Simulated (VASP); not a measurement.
Here is a VASP 6.6.1 calculation.

INCAR

```
SYSTEM = W
PREC = Accurate ; ENCUT = 520
EDIFF = 1E-6 ; ISMEAR = 0
SIGMA = 0.15 ; LREAL = .False.
LASPH = .True. ; NELM = 80
ALGO = Fast ; ISIF = 2
LWAVE = .False. ; LCHARG = .False.
NBANDS = 13
```

KPOINTS

```
Automatic mesh
0
Gamma
  22 22 22
  0 0 0
```

Contents of POSCAR:

```
W
1.0
    0.0000000000      1.9358385587      2.2591235980
    1.9358385587      0.0000000000      2.2591235980
    1.9358385587      1.9358385587      0.0000000000
W
1
Direct
    0.0000000000      0.0000000000      0.0000000000
```

Potentials or basis: VASP PAW LDA potentials, release 64 (W_sv).

Launch:

```console
$ cat potpaw_LDA.64/W_sv/POTCAR > POTCAR
$ mpirun -np 1 vasp_std > vasp.out
```

Problem. Estimate the pressure.

Solution. -18.9 GPa.

Problem. Predict the band gap on the k mesh.

Solution. Zero (bands 7 and 8 overlap by 4.37 eV).

Stress tensor (GPa, compression positive):
```
-20.63   0.00   0.00
  0.00 -20.63   0.00
  0.00   0.00 -15.36
```

Caveat: the stress differs along the axes, from -21 to -15 GPa; spin-orbit coupling is left out, which moves the levels of the heavy elements.
